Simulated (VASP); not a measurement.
Write the native input for VASP 6.6.1 that does the following.

```yaml
Task: single point
Functional: PBEsol
Potentials_or_basis: VASP PAW PBE potentials, release 64 (Ta_pv, N)
Cutoff: 520 eV
k_mesh: 13 × 13 × 12
Occupations: gaussian, width 0.1 eV
Spin: no spin polarisation
Dipole_correction: no
Further_INCAR_settings: ALGO = Normal; EDIFF = 1e-06; NBANDS = 15
```

The structure of TaN lies in POSCAR:

```
TaN
1.0
    2.9380000000      0.0000000000      0.0000000000
   -1.4690000000      2.5443830000      0.0000000000
    0.0000000000      0.0000000000      2.8830000000
Ta N
1 1
Direct
    0.3333333333      0.6666666667      0.5000000000
    0.0000000000      0.0000000000      0.0000000000
```

These files were run (other wordings do the same):

INCAR

```
  ALGO = Normal
  EDIFF = 1E-6
  ENCUT = 520
  GGA = PS
  ISIF = 2
  ISMEAR = 0
  LASPH = True
  LCHARG = False
  LREAL = False
  LWAVE = False
  NBANDS = 15
  NELM = 60
  PREC = Accurate
  SIGMA = 0.1
```

KPOINTS

```
k-points
0
Gamma
  13 13 12
```

Potentials or basis: VASP PAW PBE potentials, release 64 (Ta_pv, N).

Command:

```sh
$ cat potpaw_PBE.64/Ta_pv/POTCAR potpaw_PBE.64/N/POTCAR > POTCAR
$ mpirun -np 1 vasp_std > vasp.out
```

It gave:

* Pressure: -4.1 GPa
* Band gap on the k mesh: zero (bands 8 and 9 overlap by 0.31 eV)

Caveat: the cell stands under tension; the PAW data sets were made with another functional, which shifts forces and pressure a little; spin-orbit coupling is left out, which moves the levels of the heavy elements.

Wall time 49 s on 1 thread of Intel Xeon 8259CL, with other jobs on the host, peak memory 0.18 GiB.
